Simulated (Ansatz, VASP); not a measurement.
**PbSe in VASP and in Ansatz**

```
Pb Se
1.0
     2.13770   -6.13469    0.00000
     2.13770    6.13469    0.00000
     0.00000    0.00000    4.43349
Pb Se
2 2
Direct
  0.63066 0.36934 0.75000
  0.36934 0.63066 0.25000
  0.86050 0.13950 0.75000
  0.13950 0.86050 0.25000
```

Change from the starting cell: uniaxial_y strain +2.3%.

Alike in both runs: task single point; functional r2SCAN; k mesh 6 × 6 × 6; no spin polarisation.

```csv
,VASP,Ansatz
version,VASP 6.6.1,Ansatz 0.2.0
potentials or method,"VASP PAW PBE potentials, release 64 (Pb_d, Se)","plane waves, PAW"
plane-wave cutoff (eV),520,500
occupations,"gaussian, width 0.01 eV",fixed
valence electrons in the cell,40,60
```

```tsv
	VASP	Ansatz	Ansatz less VASP
gap on the k mesh at the Fermi level (eV)	1.34	1.34	+0.001
pressure (GPa)	0.5	0.5	-0.03
traceless stress, the component that is largest in VASP (GPa)	-0.56	-0.58	-0.026
rms of the force components (eV/Å)	0.005	0.011	+0.0061
```

VASP's potentials were made for PBE, not for r2SCAN. Atom by atom the forces differ by 0.007 eV/Å (rms over components). VASP's potentials hold 40 valence electrons a cell and Ansatz's 60, so a difference there can come from the potentials and not from the codes.

Neither program's run includes spin-orbit coupling.
